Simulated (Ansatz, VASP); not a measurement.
# LiF: VASP beside Ansatz

Contents of POSCAR:

```
LiF
1.0
    2.8031916063      0.0000000000      0.0000000000
   -1.4015958032      2.4276351427      0.0000000000
    0.0000000000      0.0000000000      4.8300503321
Li F
2 2
Direct
    0.0000000000      0.0000000000      0.0000000000
    0.0000000000      0.0000000000      0.5000000000
    0.3333333333      0.6666666667      0.2500000000
    0.6666666667      0.3333333333      0.7500000000
```

Contents of INCAR.step1:

```
PREC = Accurate
ENCUT = 520
ISMEAR = 0
SIGMA = 0.01
LREAL = False
LASPH = True
NELM = 100
NBANDS = 18
GGA = PE
ALGO = Normal
EDIFF = 1E-4
LWAVE = True
LCHARG = False
```

Contents of INCAR.step2:

```
PREC = Accurate
ENCUT = 520
EDIFF = 1E-7
ISMEAR = 0
SIGMA = 0.01
LREAL = False
LASPH = True
NELM = 100
ALGO = Normal
ISIF = 2
LWAVE = False
LCHARG = False
METAGGA = R2SCAN
LMIXTAU = True
NBANDS = 18
ISTART = 1
```

Contents of KPOINTS:

```
Automatic mesh
0
Gamma
  9 9 4
```

Input for Ansatz:

```yaml
crystal:
  lattice:
    - [2.8031916063, 0.0, 0.0]
    - [-1.4015958032, 2.4276351427, 0.0]
    - [0.0, 0.0, 4.8300503321]
  atoms:
    - { symbol: Li, position: [0.0, 0.0, 0.0] }
    - { symbol: Li, position: [0.0, 0.0, 0.5] }
    - { symbol: F, position: [0.3333333333, 0.6666666667, 0.25] }
    - { symbol: F, position: [0.6666666667, 0.3333333333, 0.75] }
kpoints:
  mp_grid: { grid: [9, 9, 4] }
hamiltonian:
  xc: r2scan
scf:
  occupations: { method: fixed }
  n_extra_bands: 5
output:
  forces: true
  stress: true
  eigenvalues: true
```

Alike in both runs: task single point; functional r2SCAN; k mesh 9 × 9 × 4; no spin polarisation.

```csv
,VASP,Ansatz
version,VASP 6.6.1,Ansatz 0.2.0
potentials or method,"VASP PAW PBE potentials, release 64 (Li_sv, F)","plane waves, PAW"
plane-wave cutoff (eV),520,500
occupations,"gaussian, width 0.01 eV",fixed
valence electrons in the cell,20,20
```

Ansatz gave:

```
gap on the k mesh at the Fermi level (eV) : 9.91
```

Q: Estimate VASP's values.

A: gap on the k mesh at the Fermi level (eV): 10.12.

VASP's potentials were made for PBE, not for r2SCAN.

Noted on VASP's run: the cutoff is short for stress, so the pressure is rough.
